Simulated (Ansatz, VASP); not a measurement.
Two plane-wave programs on MgF2

INCAR

```
SYSTEM = MgF2
PREC     = Accurate       ! precision mode
ENCUT    = 600            ! plane-wave cutoff, eV
EDIFF    = 1E-6           ! SCF threshold, eV
ISMEAR   = 0              ! smearing method
SIGMA    = 0.02           ! smearing width, eV
LREAL    = .FALSE.        ! projectors in reciprocal space
LASPH    = .TRUE.         ! aspherical terms in the spheres
NELM     = 120            ! most SCF steps
ALGO     = Normal         ! electronic algorithm
ISIF     = 2              ! what is computed and relaxed
LWAVE    = .FALSE.        ! write WAVECAR
LCHARG   = .FALSE.        ! write CHGCAR
GGA      = PE             ! functional
NBANDS   = 25             ! bands
GGA_COMPAT= .FALSE.
```

File KPOINTS:

```
regular mesh
0
G
  4 4 6
  0 0 0
```

The input POSCAR:

```
MgF2
1.0
    4.6250000000      0.0000000000      0.0000000000
    0.0000000000      4.6250000000      0.0000000000
    0.0000000000      0.0000000000      3.0672600000
Mg F
2 4
Direct
    0.0000000000      0.0000000000      0.0000000000
    0.5000000000      0.5000000000      0.5000000000
    0.3030000000      0.3030000000      0.0000000000
    0.1970000000      0.8030000000      0.5000000000
    0.6970000000      0.6970000000      0.0000000000
    0.8030000000      0.1970000000      0.5000000000
```

Input for Ansatz:

```yaml
crystal:
  lattice:
    - [4.625, 0.0, 0.0]
    - [0.0, 4.625, 0.0]
    - [0.0, 0.0, 3.0672599999999997]
  atoms:
    - { symbol: Mg, position: [0.0, 0.0, 0.0] }
    - { symbol: Mg, position: [0.5, 0.5, 0.5] }
    - { symbol: F, position: [0.303, 0.303, 0.0] }
    - { symbol: F, position: [0.197, 0.803, 0.5] }
    - { symbol: F, position: [0.697, 0.697, 0.0] }
    - { symbol: F, position: [0.803, 0.197, 0.5] }
basis:
  ecutwfc: 520.0
kpoints:
  mp_grid:
    grid: [4, 4, 6]
hamiltonian:
  xc: pbe
scf:
  occupations:
    method: gaussian
    width: 0.02
output:
  stress: true
```

Alike in both runs: task single point; functional PBE; k mesh 4 × 4 × 6; occupations gaussian, width 0.02 eV; no spin polarisation.

|  | VASP | Ansatz |
| --- | --- | --- |
| version | VASP 6.6.1 | Ansatz 0.2.0 |
| potentials or method | VASP PAW PBE potentials, release 64 (Mg, F), cutoff 600 eV | plane waves, PAW |
| valence electrons in the cell | 32 | 48 |

```tsv
	VASP	Ansatz	Ansatz less VASP
pressure (GPa)	2.9	3.9	+1.07
traceless stress, the component that is largest in VASP (GPa)	-0.35	-0.28	+0.073
```

VASP's potentials hold 32 valence electrons a cell and Ansatz's 48, so a difference there can come from the potentials and not from the codes.
